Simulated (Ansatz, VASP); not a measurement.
**TiAl in VASP and in Ansatz**

```
CELL_PARAMETERS angstrom
3.15504 0.00000 0.00000
0.00000 3.15504 0.00000
0.00000 0.00000 3.15504
ATOMIC_POSITIONS crystal
Ti 0.00000 0.00000 0.00000
Al 0.50000 0.50000 0.50000
```

Alike in both runs: task single point; functional LDA; k mesh 16 × 16 × 16; occupations gaussian, width 0.15 eV; no spin polarisation.

```csv
,VASP,Ansatz
version,VASP 6.6.1,Ansatz 0.2.0
potentials or method,"VASP PAW LDA potentials, release 64 (Ti_sv, Al), cutoff 520 eV","scalar-relativistic, plane waves, PAW"
valence electrons in the cell,15,15
```

```tsv
	VASP	Ansatz	Ansatz less VASP
gap on the k mesh at the Fermi level (eV)	none	none	-
pressure (GPa)	-3.2	-3.4	-0.18
```

Ansatz warns that its potentials were made for another functional, while VASP's fit it. LDA's correlation is that of Perdew and Zunger in VASP and of Perdew and Wang (1992) in Ansatz. A gap of «none» marks a metal or a gap that the smearing closes.
